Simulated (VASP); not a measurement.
# Se (P3_121) in VASP: notebook

The runs below take Se through single point, with PBEsol+D3(BJ).

Everything below comes from runs of VASP 6.6.1. Logs are shortened: lines on timing, memory, paths and dates and some standing lists are left out, and cuts for length are marked.

## 1. The cell of the first run

Symmetry: P3_121, No. 152, trigonal system. The conventional cell has a = 3.885 Å, b = 3.885 Å, c = 5.140 Å, α = 90.00°, β = 90.00°, γ = 120.00°. Se (site symmetry 2) has 6 Se at 2.56 to 2.98 Å within 3.4 Å.

## 2. Single point, PBEsol+D3(BJ)

Contents of INCAR:

```
SYSTEM = Se
PREC = Accurate ; ENCUT = 520
EDIFF = 1E-7 ; ISMEAR = 0
SIGMA = 0.03 ; LREAL = .FALSE.
LASPH = .TRUE. ; NELM = 100
ALGO = Normal ; ISIF = 2
LWAVE = .FALSE. ; LCHARG = .FALSE.
GGA = PS ; IVDW = 12
NBANDS = 16
```

Contents of KPOINTS:

```
regular mesh
0
G
  12 12 8
  0 0 0
```

Contents of POSCAR:

```
Se
1.0
    3.8854949922      0.0000000000      0.0000000000
   -1.9427474961      3.3649373695      0.0000000000
    0.0000000000      0.0000000000      5.1396971945
Se
3
Direct
    0.2825160233      0.0000000000      0.3333333333
    0.0000000000      0.2825160233      0.6666666667
    0.7174839767      0.7174839767      0.0000000000
```

Potentials or basis: VASP PAW PBE potentials, release 64 (Se).

Launch:

```
$ cat potpaw_PBE.64/Se/POTCAR > POTCAR
$ mpirun -np 1 vasp_std > vasp.out
```

OUTCAR:

```text
SYSTEM = Se
   PREC = Accurate
   ENCUT = 520
   EDIFF = 1E-7
   ISMEAR = 0
   LREAL = .FALSE.
   LASPH = .TRUE.
   NELM = 100
   ISIF = 2
   GGA = PS
   IVDW = 12
 IVDW          = 12

 ion  position               nearest neighbor table
   1  0.283  0.000  0.333-   3 2.56   2 2.56
   2  0.000  0.283  0.667-   3 2.56   1 2.56
   3  0.717  0.717  0.000-   2 2.56   1 2.56

  LATTYP: Found a hexagonal cell.
 ALAT       =     3.8854949922
 C/A-ratio  =     1.3227908426

  Lattice vectors:

 A1 = (   3.8854949922,   0.0000000000,   0.0000000000)
 A2 = (  -1.9427474961,   3.3649373695,   0.0000000000)
 A3 = (   0.0000000000,   0.0000000000,   5.1396971945)

Analysis of symmetry for initial positions (statically):
=====================================================================
 Subroutine PRICEL returns:
 Original cell was already a primitive cell.

 Routine SETGRP: Setting up the symmetry group for a
 hexagonal supercell.

 Subroutine GETGRP returns: Found  6 space group operations
 (whereof  2 operations were pure point group operations)
 out of a pool of 24 trial point group operations.

The static configuration has the point symmetry C_2 .
 The point group associated with its full space group is D_3 .

Analysis of symmetry for dynamics (positions and initial velocities):
=====================================================================
 Subroutine PRICEL returns:
 Original cell was already a primitive cell.

 Routine SETGRP: Setting up the symmetry group for a
 hexagonal supercell.

 Subroutine GETGRP returns: Found  6 space group operations
 (whereof  2 operations were pure point group operations)
 out of a pool of 24 trial point group operations.

The dynamic configuration has the point symmetry C_2 .
 The point group associated with its full space group is D_3 .

 Subroutine INISYM returns: Found  6 space group operations
 (whereof  2 operations are pure point group operations),
 and found     1 'primitive' translations

----------------------------------------------------------------------------------------

                                     Primitive cell

  volume of cell :      67.1987

  direct lattice vectors                    reciprocal lattice vectors
     3.885494992  0.000000000  0.000000000     0.257367466  0.148591176  0.000000000
    -1.942747496  3.364937370  0.000000000     0.000000000  0.297182351  0.000000000
     0.000000000  0.000000000  5.139697195     0.000000000  0.000000000  0.194563991

  length of vectors
     3.885494992  3.885494992  5.139697195     0.297182351  0.297182351  0.194563991

  position of ions in fractional coordinates (direct lattice)
     0.282516023  0.000000000  0.333333333
     1.000000000  0.282516023  0.666666667
[... 85 lines left out ...]
   ISIF   =      2    stress and relaxation
   ISYM   =      2    0-nonsym 1-usesym 2-fastsym
   POTIM  = 0.5000    time-step for ionic-motion
   TEBEG  =    0.0;   TEEND  =   0.0 temperature during run
   PSTRESS=    0.0 pullay stress
   NELECT =      18.0000    total number of electrons
   NUPDOWN=      -1.0000    fix difference up-down
   EMIN   =  10.00;   EMAX   =-10.00  energy-range for DOS
   EFERMI =   0.00;   METHOD = LEGACY
   ISMEAR =     0;   SIGMA  =   0.03  broadening in eV -4-tet -1-fermi 0-gaus
   EFERMI_NEDOS =   21; number of points for ismear=-14 and -15
   IALGO  =     38    algorithm
   IMIX   =      4    mixing-type and parameters
     AMIX     =   0.40;   BMIX     =  1.00
     AMIX_MAG =   1.60;   BMIX_MAG =  1.00
  volume/ion in A,a.u.               =      22.40       151.16
  Fermi-wavevector in a.u.,A,eV,Ry     =   1.055307  1.994241 15.152432  1.113672
  Thomas-Fermi vector in A             =   2.190500
   LORBIT       =      0    0 simple, 1 ext, 2 COOP (PROOUT), +10 PAW based schemes
   GGA     = PS    functional components
   LHFCALC =     F    Hartree Fock is set to
   AEXX    =    0.0000 exact exchange contribution
   IVDW    =    12    specifies the selected vdW correction
   LEPSILON=     F    determine dielectric tensor
   LRPA    =     F    only Hartree local field effects (RPA)
 non-spin polarized calculation
 Gauss-broadening in eV      SIGMA  =   0.03
  energy-cutoff  :      520.00
  volume of cell :       67.20
 maximum number of plane-waves:      1830
 NGX is ok and might be reduce to    30

 number of electron      17.9999997 magnetization

 Free energy of the ion-electron system (eV)
  ---------------------------------------------------
  ext. energy  EPLUGINS =         0.00000000
  ---------------------------------------------------
  free energy    TOTEN  =       -11.46393543 eV

  energy without entropy =      -11.46393485  energy(sigma->0) =      -11.46393514

 E-fermi :   4.8103     XC(G=0): -10.0906

 val. band max:        4.7412607888   @ k =   0.3333   0.3333   0.5000
 cond. band min:       4.8749969535   @ k =   0.0000   0.0000   0.5000
 fundamental gap:      0.1337361648
 Fermi energy:         4.8102754680

 k-point     1 :       0.0000    0.0000    0.0000
  band No.  band energies     occupation
      1     -11.6403      2.00000
      2      -7.5305      2.00000
      3      -7.5305      2.00000
      4       1.1246      2.00000
      5       1.5400      2.00000
      6       1.5400      2.00000
[... 433 lines left out ...]
      3      -6.7378      2.00000
      4      -0.2695      2.00000
      5       0.2928      2.00000
      6       0.9548      2.00000
[... 8 lines left out ...]
     15      12.7194      0.00000
     16      13.2699      0.00000

 [... further k-points ...]

------------------------ aborting loop because EDIFF is reached ----------------------------------------

 Edisp (eV)   -1.00650

 E8    (eV) :    -0.6350

  FORCE on cell =-STRESS in cart. coord.  units (eV):
  Direction    XX          YY          ZZ          XY          YZ          ZX
  --------------------------------------------------------------------------------------
  -------------------------------------------------------------------------------------
  Total      -1.16522    -1.16522    -1.08942     0.00000     0.00000    -0.00000
  in kB     -27.78153   -27.78153   -25.97443     0.00000     0.00000    -0.00000
  external pressure =      -27.18 kB  Pullay stress =        0.00 kB

 VOLUME and BASIS-vectors are now :
 -----------------------------------------------------------------------------
  energy-cutoff  :      520.00
  volume of cell :       67.20
      direct lattice vectors                 reciprocal lattice vectors
     3.885494992  0.000000000  0.000000000     0.257367466  0.148591176  0.000000000
    -1.942747496  3.364937370  0.000000000     0.000000000  0.297182351  0.000000000
     0.000000000  0.000000000  5.139697195     0.000000000  0.000000000  0.194563991

 POSITION                                       TOTAL-FORCE (eV/Angst)
 -----------------------------------------------------------------------------------
      1.09771      0.00000      1.71323        -0.468432     -0.000000      0.000000
     -0.54886      0.95065      3.42646         0.234216     -0.405674     -0.000000
      1.39389      2.41429      0.00000         0.234216      0.405674     -0.000000
 -----------------------------------------------------------------------------------
    total drift:                               -0.000000     -0.000001     -0.000000

  FREE ENERGIE OF THE ION-ELECTRON SYSTEM (eV)
  ---------------------------------------------------
  free  energy   TOTEN  =       -12.4704321169 eV

  energy  without entropy=      -12.4704315415  energy(sigma->0) =      -12.47043183
```

OSZICAR:

```text
N       E                     dE             d eps       ncg     rms          rms(c)
DAV:   1     0.776475463438E+02    0.77648E+02   -0.74525E+03  4192   0.957E+02
DAV:   2    -0.690742713948E+01   -0.84555E+02   -0.80006E+02  5640   0.158E+02
DAV:   3    -0.114756577576E+02   -0.45682E+01   -0.45493E+01  5072   0.407E+01
DAV:   4    -0.115021668566E+02   -0.26509E-01   -0.26503E-01  5776   0.366E+00
DAV:   5    -0.115023066453E+02   -0.13979E-03   -0.13979E-03  5240   0.260E-01    0.700E+00
DAV:   6    -0.114740204213E+02    0.28286E-01   -0.15934E-02  5560   0.813E-01    0.424E+00
DAV:   7    -0.114643216735E+02    0.96987E-02   -0.31986E-02  4984   0.112E+00    0.144E-01
DAV:   8    -0.114639097431E+02    0.41193E-03   -0.46795E-03  4848   0.408E-01    0.841E-02
DAV:   9    -0.114639361173E+02   -0.26374E-04   -0.12138E-04  5912   0.740E-02    0.268E-02
DAV:  10    -0.114639352497E+02    0.86761E-06   -0.13963E-05  5360   0.244E-02    0.423E-03
DAV:  11    -0.114639354276E+02   -0.17791E-06   -0.20186E-06  5720   0.863E-03    0.315E-03
DAV:  12    -0.114639354274E+02    0.24988E-09   -0.31335E-07  5160   0.341E-03
   1 F= -.12470432E+02 E0= -.12470432E+02  d E =-.575391E-06
```

stdout:

```text
POSCAR found type information on POSCAR Se
 POSCAR found :  1 types and       3 ions
 scaLAPACK will be used
 -----------------------------------------------------------------------------
|                                                                             |
|                                                                             |
|     You enforced a specific xc type in the INCAR file but a different       |
|     I HOPE YOU KNOW WHAT YOU ARE DOING!                                     |
|                                                                             |
 -----------------------------------------------------------------------------

 LDA part: xc-table for (Slater+PW92), standard interpolation
 POSCAR, INCAR and KPOINTS ok, starting setup
 FFT: planning ... GRIDC
 FFT: planning ... GRID_SOFT
 FFT: planning ... GRID
 WAVECAR not read
 entering main loop
```

Wall time 2.1 min (1 thread of Oxide Virtual Turin-like, shared host); peak memory 0.22 GiB.

What came out:

* Free energy: -12.4704 eV
* Pressure: -2.7 GPa
* Largest force: 0.468 eV/Å
* Band gap on the k mesh: 0.13 eV (least direct gap 0.20 eV)
* Dispersion energy per atom: -0.335 eV

Forces on the atoms (eV/Å):
```
Se  -0.468  0.000  0.000
Se   0.234 -0.406  0.000
Se   0.234  0.406  0.000
```

Stress tensor (GPa, compression positive):
```
-2.78  0.00  0.00
 0.00 -2.78  0.00
 0.00  0.00 -2.60
```

Caveat: the cell differs from its parent crystal (atoms shifted along a free coordinate, c/a of the conventional cell at fixed volume 1.3228); semilocal functionals underestimate gaps, and a narrow one can read as zero; the PAW data sets were made with another functional, which shifts forces and pressure a little. A k mesh can miss the band edges.

## 3. Single point, PBEsol+D3(BJ) (22.40 Å³/atom, c/a of the conventional cell at fixed volume 1.2346)

Contents of INCAR:

```
PREC = Accurate
ENCUT = 520
EDIFF = 1E-6
ISMEAR = 0
SIGMA = 0.03
LREAL = False
LASPH = True
NELM = 100
ALGO = Normal
ISIF = 2
LWAVE = False
LCHARG = True
GGA = PS
IVDW = 12
LELF = True
LVHAR = True
NBANDS = 16
```

Contents of KPOINTS:

```
Automatic mesh
0
Gamma
  12 12 8
```

Contents of POSCAR:

```
Se
1.0
    3.9758927057      0.0000000000      0.0000000000
   -1.9879463528      3.4432240858      0.0000000000
    0.0000000000      0.0000000000      4.9086371344
Se
3
Direct
    0.2610773134      0.0000000000      0.3333333333
    0.0000000000      0.2610773134      0.6666666667
    0.7389226866      0.7389226866      0.0000000000
```

Potentials or basis: VASP PAW PBE potentials, release 64 (Se).

Launch:

```
$ cat potpaw_PBE.64/Se/POTCAR > POTCAR
$ mpirun -np 1 vasp_std > vasp.out
```

Run time: 1.8 min. Hardware: 1 thread of Oxide Virtual Turin-like, shared host; peak memory 0.23 GiB.

Results (log left out):

```yaml
Free_energy: -12.4989 eV
Pressure: 1.7 GPa
Largest_force: 0.075 eV/Å
Band_gap_on_the_k_mesh: 0.30 eV (least direct gap 0.69 eV)
Dispersion_energy_per_atom: -0.336 eV
```

Forces on the atoms (eV/Å):
```
Se   0.075  0.000  0.000
Se  -0.038  0.065  0.000
Se  -0.038 -0.065  0.000
```

Stress tensor (GPa, compression positive):
```
0.56 0.00 0.00
0.00 0.56 0.00
0.00 0.00 3.95
```

Levels at points of the mesh, in eV from the valence-band top:
```csv
k point,band 6,band 7,band 8,band 9,band 10,band 11,band 12,band 13
"(0.00, 0.00, 0.00)",-3.71,-2.39,-2.39,-1.11,1.33,1.33,1.63,6.07
"(0.50, 0.00, 0.00)",-4.58,-4.17,-1.58,-1.15,1.13,1.20,3.56,4.49
"(0.00, 0.00, 0.50)",-3.63,-1.73,-1.72,-1.72,0.30,0.30,0.54,5.25
"(0.50, 0.00, 0.50)",-4.74,-3.13,-2.55,-0.04,1.36,2.54,2.91,5.76
```

Caveat: the cell differs from its parent crystal (c/a of the conventional cell at fixed volume 1.2346); semilocal functionals underestimate gaps, and a narrow one can read as zero; the PAW data sets were made with another functional, which shifts forces and pressure a little. A k mesh can miss the band edges.

## 4. Single point, PBEsol+D3(BJ)

This run uses another cell than the first one, of the same volume but with other edges.

Contents of INCAR:

```
ALGO = Normal ; EDIFF = 1E-7
ENCUT = 520 ; GGA = PS
ISIF = 2 ; ISMEAR = 0
IVDW = 12 ; LASPH = True
LCHARG = False ; LREAL = False
LWAVE = False ; NBANDS = 16
NELM = 80 ; PREC = Accurate
SIGMA = 0.03
```

Contents of KPOINTS:

```
k-points
0
Gamma
  12 12 8
```

Contents of POSCAR:

```
Se
1.0
    4.1855656779      0.0000000000      0.0000000000
   -2.0927828390      3.6248062063      0.0000000000
    0.0000000000      0.0000000000      4.4291656004
Se
3
Direct
    0.2181741568      0.0000000000      0.3333333333
    0.0000000000      0.2181741568      0.6666666667
    0.7818258432      0.7818258432      0.0000000000
```

Launch:

```
$ cat potpaw_PBE.64/Se/POTCAR > POTCAR
$ mpirun -np 1 vasp_std > vasp.out
```

Run time: 3.1 min. Hardware: 1 thread of Oxide Virtual Turin-like, shared host; peak memory 0.22 GiB.

The run converged. Its results:

```
Free energy                : -11.1911 eV
Pressure                   : 22.1 GPa
Largest force              : 4.501 eV/Å
Band gap on the k mesh     : 0.74 eV (least direct gap 1.68 eV)
Dispersion energy per atom : -0.337 eV
```

Forces on the atoms (eV/Å):
```
Se   4.501  0.000  0.000
Se  -2.251  3.898  0.000
Se  -2.251 -3.898  0.000
```

Stress tensor (GPa, compression positive):
```
16.71  0.00  0.00
 0.00 16.71  0.00
 0.00  0.00 33.01
```

Levels at points of the mesh, in eV from the valence-band top:
```
           k point  band 6  band 7  band 8  band 9  band 10  band 11  band 12  band 13
(0.00, 0.00, 0.00)   -4.95   -3.48   -3.48   -0.92     1.90     2.33     2.33     5.61
(0.50, 0.00, 0.00)   -4.87   -3.70   -2.74   -1.60     2.04     2.60     4.58     4.99
(0.00, 0.00, 0.50)   -4.73   -2.76   -2.76   -1.60     0.74     0.74     1.24     5.56
(0.50, 0.00, 0.50)   -5.71   -2.98   -2.00    0.00     2.36     2.47     3.63     6.03
```

Caveat: the cell differs from its parent crystal (atoms shifted along a free coordinate, c/a of the conventional cell at fixed volume 1.0582); the stress differs along the axes, from 17 to 33 GPa; semilocal functionals underestimate gaps, and a narrow one can read as zero; the PAW data sets were made with another functional, which shifts forces and pressure a little.

(Continued in part 2 of 2.)
